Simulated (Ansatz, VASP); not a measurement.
Pt: VASP beside Ansatz

```
Pt
1.0
     1.82597    1.05423    2.98243
    -1.82597    1.05423    2.98243
     0.00000   -2.10845    2.98243
Pt
2
Direct
  0.24999 0.24999 0.24999
  0.75001 0.75001 0.75001
```

Alike in both runs: functional PBEsol; k mesh 6 × 6 × 6; occupations gaussian, width 0.1 eV; no spin polarisation.

Ansatz relaxed the structure, and its values are those at the end. VASP's run is a single point on that final structure, the one shown.

|  | VASP | Ansatz |
| --- | --- | --- |
| version | VASP 6.6.1 | Ansatz 0.2.0 |
| potentials or method | VASP PAW PBE potentials, release 64 (Pt), cutoff 520 eV | scalar-relativistic, plane waves, PAW |
| valence electrons in the cell | 20 | 36 |

VASP gave:

| Property | Result |
| --- | --- |
| gap on the k mesh at the Fermi level (eV) | none |
| pressure (GPa) | -0.3 |

**Question.** What did Ansatz give for the same quantities?

**Answer.** gap on the k mesh at the Fermi level (eV): none; pressure (GPa): 0.2.

VASP's potentials were made for PBE, not for PBEsol. A gap of «none» marks a metal or a gap that the smearing closes. VASP's potentials hold 20 valence electrons a cell and Ansatz's 36, so a difference there can come from the potentials and not from the codes.

Neither program's run includes spin-orbit coupling.
